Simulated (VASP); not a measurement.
# Ir (Fm-3m) in VASP: notebook

Runs on Ir. Level: PBE0. Tasks: single point.

All numbers are computed with VASP 6.6.1; they aren't measurements. Logs are shortened: lines on timing, memory, paths and dates and some standing lists are left out, and cuts for length are marked.

## (1) The cell of the first run

The structure is cubic, space group Fm-3m (No. 225). The conventional cell has a = 3.779 Å, b = 3.779 Å, c = 3.779 Å, α = 90.00°, β = 90.00°, γ = 90.00°. Within 3.5 Å of Ir (site symmetry m-3m) lie 12 Ir at 2.67 Å.

## (2) Single point, PBE0

The input, POSCAR:

```
Ir
1.0
    0.0000000000      1.8897103398      1.8897103398
    1.8897103398      0.0000000000      1.8897103398
    1.8897103398      1.8897103398      0.0000000000
Ir
1
Direct
    0.0000000000      0.0000000000      0.0000000000
```

The input, INCAR.step1:

```
PREC = Accurate
ENCUT = 520
EDIFF = 1E-5
ISMEAR = -1
SIGMA = 0.05
LREAL = False
LASPH = True
NELM = 60
ALGO = Normal
ISIF = 2
LWAVE = True
LCHARG = False
GGA = PE
NBANDS = 10
```

The input, INCAR.step2:

```
PREC = Accurate
ENCUT = 520
EDIFF = 1E-6
ISMEAR = -1
SIGMA = 0.05
LREAL = False
LASPH = True
NELM = 60
ALGO = Normal
ISIF = 2
LWAVE = False
LCHARG = False
GGA = PE
LHFCALC = True
AEXX = 0.25
PRECFOCK = Normal
ISTART = 1
NBANDS = 10
```

The input, KPOINTS:

```
Automatic mesh
0
Gamma
  6 6 6
```

Potentials or basis: VASP PAW PBE potentials, release 64 (Ir).

Launch:

```sh
> cat potpaw_PBE.64/Ir/POTCAR > POTCAR
> cp INCAR.step1 INCAR
> mpirun -np 1 vasp_std > vasp.out
> cp INCAR.step2 INCAR
> mpirun -np 1 vasp_std > vasp.out
```

OUTCAR:

```text
PREC = Accurate
   ENCUT = 520
   EDIFF = 1E-6
   ISMEAR = -1
   LREAL = False
   LASPH = True
   NELM = 60
   ISIF = 2
   GGA = PE
   LHFCALC = True
   AEXX = 0.25
   PRECFOCK = Normal
   ISTART = 1

 ion  position               nearest neighbor table
   1  0.000  0.000  0.000-

  LATTYP: Found a face centered cubic cell.
 ALAT       =     3.7794206796

  Lattice vectors:

 A1 = (   0.0000000000,   1.8897103398,   1.8897103398)
 A2 = (   1.8897103398,   0.0000000000,   1.8897103398)
 A3 = (   1.8897103398,   1.8897103398,   0.0000000000)

Analysis of symmetry for initial positions (statically):
=====================================================================
 Subroutine PRICEL returns:
 Original cell was already a primitive cell.

 Routine SETGRP: Setting up the symmetry group for a
 face centered cubic supercell.

 Subroutine GETGRP returns: Found 48 space group operations
 (whereof 48 operations were pure point group operations)
 out of a pool of 48 trial point group operations.

The static configuration has the point symmetry O_h .

Analysis of symmetry for dynamics (positions and initial velocities):
=====================================================================
 Subroutine PRICEL returns:
 Original cell was already a primitive cell.

 Routine SETGRP: Setting up the symmetry group for a
 face centered cubic supercell.

 Subroutine GETGRP returns: Found 48 space group operations
 (whereof 48 operations were pure point group operations)
 out of a pool of 48 trial point group operations.

The dynamic configuration has the point symmetry O_h .

 Subroutine INISYM returns: Found 48 space group operations
 (whereof 48 operations are pure point group operations),
 and found     1 'primitive' translations

----------------------------------------------------------------------------------------

                                     Primitive cell

  volume of cell :      13.4963

  direct lattice vectors                    reciprocal lattice vectors
     0.000000000  1.889710340  1.889710340    -0.264590816  0.264590816  0.264590816
     1.889710340  0.000000000  1.889710340     0.264590816 -0.264590816  0.264590816
     1.889710340  1.889710340  0.000000000     0.264590816  0.264590816 -0.264590816
[... 80 lines left out ...]
   ISYM   =      3    0-nonsym 1-usesym 2-fastsym
   POTIM  = 0.5000    time-step for ionic-motion
   TEBEG  =    0.0;   TEEND  =   0.0 temperature during run
   PSTRESS=    0.0 pullay stress
   NELECT =       9.0000    total number of electrons
   NUPDOWN=      -1.0000    fix difference up-down
   EMIN   =  10.00;   EMAX   =-10.00  energy-range for DOS
   EFERMI =   0.00;   METHOD = LEGACY
   ISMEAR =    -1;   SIGMA  =   0.05  broadening in eV -4-tet -1-fermi 0-gaus
   EFERMI_NEDOS =   21; number of points for ismear=-14 and -15
   IALGO  =     38    algorithm
   IMIX   =      1    mixing-type and parameters
     AMIX     =   0.40;   BMIX     =  1.00
     AMIX_MAG =   1.60;   BMIX_MAG =  1.00
  volume/ion in A,a.u.               =      13.50        91.08
  Fermi-wavevector in a.u.,A,eV,Ry     =   1.430267  2.702813 27.832941  2.045663
  Thomas-Fermi vector in A             =   2.550131
   LORBIT       =      0    0 simple, 1 ext, 2 COOP (PROOUT), +10 PAW based schemes
   GGA     = PE    functional components
   LHFCALC =     T    Hartree Fock is set to
   PRECFOCK=normal    Normal, Fast or Accurate (Low or Medium for compatibility)
   ENCUT4O =  -1.0   cutoff for four orbital integrals eV
   NKREDX  =     1    reduce k-point grid by
   NKREDY  =     1    reduce k-point grid by
   NKREDZ  =     1    reduce k-point grid by
   AEXX    =    0.2500 exact exchange contribution
   HFSCREEN=    0.0000 screening length (either q_TF or 0.3 A-1)
   HFSCREENC=   0.0000 screening length for correlation (either q_TF or 0.3 A-1)
   ENCUTFOCK=  -1.0 apply spherical cutoff to Coloumb kernel
   IVDW    =     0    specifies the selected vdW correction
   LEPSILON=     F    determine dielectric tensor
   LRPA    =     F    only Hartree local field effects (RPA)
 non-spin polarized calculation
  energy-cutoff  :      520.00
  volume of cell :       13.50
 maximum number of plane-waves:       375
  NGX = 16; NGY = 16; NGZ = 16

 number of electron       9.0000001 magnetization

 Free energy of the ion-electron system (eV)
  ---------------------------------------------------
  ext. energy  EPLUGINS =         0.00000000
  ---------------------------------------------------
  free energy    TOTEN  =       -10.87118677 eV

  energy without entropy =      -10.86448943  energy(sigma->0) =      -10.86783810

 E-fermi :  10.1698     XC(G=0): -11.1718

 val. band max:       10.1128040969   @ k =   0.5000   0.3333   0.1667
 cond. band min:      10.9034101188   @ k =   0.3333   0.0000   0.0000
 fundamental gap:      0.7906060219
 Fermi energy:        10.1698484171

 k-point     1 :       0.0000    0.0000    0.0000
  band No.  band energies     occupation
      1      -2.3559      2.00000
      2       5.6305      2.00000
      3       5.6305      2.00000
      4       5.6305      2.00000
      5       8.6555      2.00000
      6       8.6555      2.00000
      7      26.6609      0.00000
      8      32.7821      0.00000
      9      32.7821      0.00000
     10      32.7821      0.00000
[... 183 lines left out ...]
 k-point    16 :      -0.3333    0.5000    0.1667
  band No.  band energies     occupation
      1       2.1187      2.00000
      2       2.9375      2.00000
      3       6.7816      2.00000
      4       9.0290      2.00000
      5      13.1873      0.00000
      6      19.1720      0.00000
      7      21.3789      0.00000
      8      23.3074      0.00000
      9      26.1221      0.00000
     10      38.2911      0.00000

------------------------ aborting loop because EDIFF is reached ----------------------------------------

  FORCE on cell =-STRESS in cart. coord.  units (eV):
  Direction    XX          YY          ZZ          XY          YZ          ZX
  --------------------------------------------------------------------------------------
  -------------------------------------------------------------------------------------
  Total        1.5890120      1.5890120      1.5890120      0.0000000      0.0000000      0.0000000
  in kB      188.6349045    188.6349045    188.6349045      0.0000000      0.0000000      0.0000000
  external PRESSURE =     188.6349045 kB  Pullay stress =       0.0000000 kB

 VOLUME and BASIS-vectors are now :
 -----------------------------------------------------------------------------
  energy-cutoff  :      520.00
  volume of cell :       13.50
      direct lattice vectors                 reciprocal lattice vectors
     0.000000000  1.889710340  1.889710340    -0.264590816  0.264590816  0.264590816
     1.889710340  0.000000000  1.889710340     0.264590816 -0.264590816  0.264590816
     1.889710340  1.889710340  0.000000000     0.264590816  0.264590816 -0.264590816

 POSITION                                       TOTAL-FORCE (eV/Angst)
 -----------------------------------------------------------------------------------
      0.00000      0.00000      0.00000        -0.000000     -0.000000     -0.000000
 -----------------------------------------------------------------------------------
    total drift:                                0.000000      0.000000      0.000000

  FREE ENERGIE OF THE ION-ELECTRON SYSTEM (eV)
  ---------------------------------------------------
  free  energy   TOTEN  =       -10.8711867661 eV

  energy  without entropy=      -10.8644894275  energy(sigma->0) =      -10.86783810
```

OSZICAR.step1:

```text
N       E                     dE             d eps       ncg     rms          rms(c)
DAV:   1     0.540454506339E+02    0.54045E+02   -0.46093E+03   328   0.855E+02
DAV:   2    -0.835184382886E+01   -0.62397E+02   -0.59913E+02   328   0.204E+02
DAV:   3    -0.923132754946E+01   -0.87948E+00   -0.87669E+00   380   0.304E+01
DAV:   4    -0.923896880819E+01   -0.76413E-02   -0.76403E-02   356   0.261E+00
DAV:   5    -0.923912042988E+01   -0.15162E-03   -0.15162E-03   356   0.356E-01    0.174E+01
DAV:   6    -0.880344497316E+01    0.43568E+00   -0.65344E-01   356   0.102E+01    0.749E+00
DAV:   7    -0.870247664049E+01    0.10097E+00   -0.27194E-01   392   0.612E+00    0.138E+00
DAV:   8    -0.869908128914E+01    0.33954E-02   -0.20040E-03   342   0.502E-01    0.932E-01
DAV:   9    -0.869572901259E+01    0.33523E-02   -0.20920E-03   364   0.648E-01    0.108E-02
DAV:  10    -0.869573221896E+01   -0.32064E-05   -0.11470E-05   380   0.309E-02
   1 F= -.86957322E+01 E0= -.86906175E+01  d E =-.102295E-01
```

Wall time 6 min (1 thread of Intel Xeon Platinum 8259CL at 2.50GHz (Skylake/Cascade Lake), shared host); peak memory 0.14 GiB.

What came out:

```yaml
Free_energy: -10.8712 eV
Pressure: 18.9 GPa
Band_gap_on_the_k_mesh: zero (an odd number of electrons rules out a gap without spin polarisation)
```

Caveat: the k points lie up to 0.48 Å⁻¹ apart, too coarse for converged energies and pressures of a metal; the PAW data sets were made with another functional, which shifts forces and pressure a little; spin-orbit coupling is left out, which moves the levels of the heavy elements.

## (3) Single point, PBE0

This run uses another cell than the first one, of 13.78 Å³/atom.

The input, POSCAR:

```
Ir
1.0
    0.0000000000      1.9027432368      1.9027432368
    1.9027432368      0.0000000000      1.9027432368
    1.9027432368      1.9027432368      0.0000000000
Ir
1
Direct
    0.0000000000      0.0000000000      0.0000000000
```

The input, INCAR.step1:

```
SYSTEM = Ir
PREC = Accurate ; ENCUT = 520
EDIFF = 1E-5 ; ISMEAR = -1
SIGMA = 0.05 ; LREAL = .False.
LASPH = .True. ; NELM = 60
ALGO = Normal ; ISIF = 2
LWAVE = .True. ; LCHARG = .False.
GGA = PE ; NBANDS = 10
```

The input, INCAR.step2:

```
SYSTEM = Ir
PREC = Accurate ; ENCUT = 520
EDIFF = 1E-6 ; ISMEAR = -1
SIGMA = 0.05 ; LREAL = .False.
LASPH = .True. ; NELM = 60
ALGO = Normal ; ISIF = 2
LWAVE = .False. ; LCHARG = .False.
GGA = PE ; LHFCALC = .True.
AEXX = 0.25 ; PRECFOCK = Normal
ISTART = 1 ; NBANDS = 10
```

The input, KPOINTS:

```
Automatic mesh
0
Gamma
  6 6 6
  0 0 0
```

Potentials or basis: VASP PAW PBE potentials, release 64 (Ir).

Launch:

```sh
> cat potpaw_PBE.64/Ir/POTCAR > POTCAR
> cp INCAR.step1 INCAR
> mpirun -np 1 vasp_std > vasp.out
> cp INCAR.step2 INCAR
> mpirun -np 1 vasp_std > vasp.out
```

OUTCAR:

```text
SYSTEM = Ir
   PREC = Accurate
   ENCUT = 520
   EDIFF = 1E-6
   ISMEAR = -1
   LREAL = .False.
   LASPH = .True.
   NELM = 60
   ISIF = 2
   GGA = PE
   LHFCALC = .True.
   AEXX = 0.25
   PRECFOCK = Normal
   ISTART = 1

 ion  position               nearest neighbor table
   1  0.000  0.000  0.000-

  LATTYP: Found a face centered cubic cell.
 ALAT       =     3.8054864736

  Lattice vectors:

 A1 = (   0.0000000000,   1.9027432368,   1.9027432368)
 A2 = (   1.9027432368,   0.0000000000,   1.9027432368)
 A3 = (   1.9027432368,   1.9027432368,   0.0000000000)

Analysis of symmetry for initial positions (statically):
=====================================================================
 Subroutine PRICEL returns:
 Original cell was already a primitive cell.

 Routine SETGRP: Setting up the symmetry group for a
 face centered cubic supercell.

 Subroutine GETGRP returns: Found 48 space group operations
 (whereof 48 operations were pure point group operations)
 out of a pool of 48 trial point group operations.

The static configuration has the point symmetry O_h .

Analysis of symmetry for dynamics (positions and initial velocities):
=====================================================================
 Subroutine PRICEL returns:
 Original cell was already a primitive cell.

 Routine SETGRP: Setting up the symmetry group for a
 face centered cubic supercell.

 Subroutine GETGRP returns: Found 48 space group operations
 (whereof 48 operations were pure point group operations)
 out of a pool of 48 trial point group operations.

The dynamic configuration has the point symmetry O_h .

 Subroutine INISYM returns: Found 48 space group operations
 (whereof 48 operations are pure point group operations),
 and found     1 'primitive' translations

----------------------------------------------------------------------------------------
[... 111 lines left out ...]
   NKREDX  =     1    reduce k-point grid by
   NKREDY  =     1    reduce k-point grid by
   NKREDZ  =     1    reduce k-point grid by
   AEXX    =    0.2500 exact exchange contribution
   HFSCREEN=    0.0000 screening length (either q_TF or 0.3 A-1)
   HFSCREENC=   0.0000 screening length for correlation (either q_TF or 0.3 A-1)
   ENCUTFOCK=  -1.0 apply spherical cutoff to Coloumb kernel
   IVDW    =     0    specifies the selected vdW correction
   LEPSILON=     F    determine dielectric tensor
   LRPA    =     F    only Hartree local field effects (RPA)
 non-spin polarized calculation
  energy-cutoff  :      520.00
  volume of cell :       13.78
 maximum number of plane-waves:       388
  NGX = 16; NGY = 16; NGZ = 16

 number of electron       9.0000001 magnetization

 Free energy of the ion-electron system (eV)
  ---------------------------------------------------
  ext. energy  EPLUGINS =         0.00000000
  ---------------------------------------------------
  free energy    TOTEN  =       -10.89582956 eV

  energy without entropy =      -10.88911743  energy(sigma->0) =      -10.89247349

 E-fermi :   9.8151     XC(G=0): -11.0776

 val. band max:        9.7579427713   @ k =   0.5000   0.3333   0.1667
 cond. band min:      10.5314714582   @ k =   0.3333   0.0000   0.0000
 fundamental gap:      0.7735286869
 Fermi energy:         9.8150714868

 k-point     1 :       0.0000    0.0000    0.0000
  band No.  band energies     occupation
      1      -2.4824      2.00000
      2       5.3956      2.00000
      3       5.3956      2.00000
      4       5.3956      2.00000
      5       8.3192      2.00000
      6       8.3192      2.00000
      7      26.3304      0.00000
      8      32.3223      0.00000
      9      32.3223      0.00000
     10      32.3223      0.00000
[... 183 lines left out ...]
 k-point    16 :      -0.3333    0.5000    0.1667
  band No.  band energies     occupation
      1       1.9796      2.00000
      2       2.7751      2.00000
      3       6.5116      2.00000
      4       8.6949      2.00000
      5      12.7437      0.00000
      6      18.6540      0.00000
      7      20.8030      0.00000
      8      22.7857      0.00000
      9      25.5004      0.00000
     10      37.6088      0.00000

------------------------ aborting loop because EDIFF is reached ----------------------------------------

  FORCE on cell =-STRESS in cart. coord.  units (eV):
  Direction    XX          YY          ZZ          XY          YZ          ZX
  --------------------------------------------------------------------------------------
  -------------------------------------------------------------------------------------
  Total        0.7904336      0.7904336      0.7904336      0.0000000     -0.0000000     -0.0000000
  in kB       91.9190303     91.9190303     91.9190303      0.0000000     -0.0000000     -0.0000000
  external PRESSURE =      91.9190303 kB  Pullay stress =       0.0000000 kB

 VOLUME and BASIS-vectors are now :
 -----------------------------------------------------------------------------
  energy-cutoff  :      520.00
  volume of cell :       13.78
      direct lattice vectors                 reciprocal lattice vectors
     0.000000000  1.902743237  1.902743237    -0.262778493  0.262778493  0.262778493
     1.902743237  0.000000000  1.902743237     0.262778493 -0.262778493  0.262778493
     1.902743237  1.902743237  0.000000000     0.262778493  0.262778493 -0.262778493

 POSITION                                       TOTAL-FORCE (eV/Angst)
 -----------------------------------------------------------------------------------
      0.00000      0.00000      0.00000         0.000000      0.000000     -0.000000
 -----------------------------------------------------------------------------------
    total drift:                                0.000000      0.000000      0.000000

  FREE ENERGIE OF THE ION-ELECTRON SYSTEM (eV)
  ---------------------------------------------------
  free  energy   TOTEN  =       -10.8958295564 eV

  energy  without entropy=      -10.8891174309  energy(sigma->0) =      -10.89247349
```

OUTCAR.step1:

```text
SYSTEM = Ir
   PREC = Accurate
   ENCUT = 520
   EDIFF = 1E-5
   ISMEAR = -1
   LREAL = .False.
[... 414 lines left out ...]
 -----------------------------------------------------------------------------------
      0.00000      0.00000      0.00000         0.000000      0.000000      0.000000
 -----------------------------------------------------------------------------------
    total drift:                                0.000000      0.000000     -0.000000

  FREE ENERGIE OF THE ION-ELECTRON SYSTEM (eV)
  ---------------------------------------------------
  free  energy   TOTEN  =        -8.7427095280 eV

  energy  without entropy=       -8.7322301503  energy(sigma->0) =       -8.73746984
```

OSZICAR.step1:

```text
N       E                     dE             d eps       ncg     rms          rms(c)
DAV:   1     0.491277302276E+02    0.49128E+02   -0.43263E+03   328   0.823E+02
DAV:   2    -0.837802967095E+01   -0.57506E+02   -0.55374E+02   332   0.197E+02
DAV:   3    -0.928681357999E+01   -0.90878E+00   -0.90491E+00   390   0.304E+01
DAV:   4    -0.929595493099E+01   -0.91414E-02   -0.91389E-02   352   0.283E+00
DAV:   5    -0.929614003304E+01   -0.18510E-03   -0.18509E-03   356   0.409E-01    0.165E+01
DAV:   6    -0.884717885789E+01    0.44896E+00   -0.70637E-01   354   0.106E+01    0.695E+00
DAV:   7    -0.874933861693E+01    0.97840E-01   -0.27459E-01   388   0.610E+00    0.140E+00
DAV:   8    -0.874627670012E+01    0.30619E-02   -0.21226E-03   340   0.494E-01    0.989E-01
DAV:   9    -0.874270660178E+01    0.35701E-02   -0.21523E-03   364   0.653E-01    0.114E-02
DAV:  10    -0.874270952798E+01   -0.29262E-05   -0.11851E-05   380   0.311E-02
   1 F= -.87427095E+01 E0= -.87374698E+01  d E =-.104794E-01
```

Run time: 7 min. Hardware: 1 thread of Intel Xeon Platinum 8259CL at 2.50GHz (Skylake/Cascade Lake), shared host; peak memory 0.14 GiB.

Results:

```yaml
Free_energy: -10.8958 eV
Pressure: 9.2 GPa
Band_gap_on_the_k_mesh: zero (an odd number of electrons rules out a gap without spin polarisation)
```

Caveat: the k points lie up to 0.48 Å⁻¹ apart, too coarse for converged energies and pressures of a metal; the PAW data sets were made with another functional, which shifts forces and pressure a little; spin-orbit coupling is left out, which moves the levels of the heavy elements.

(Part 1 of 2 ends here.)
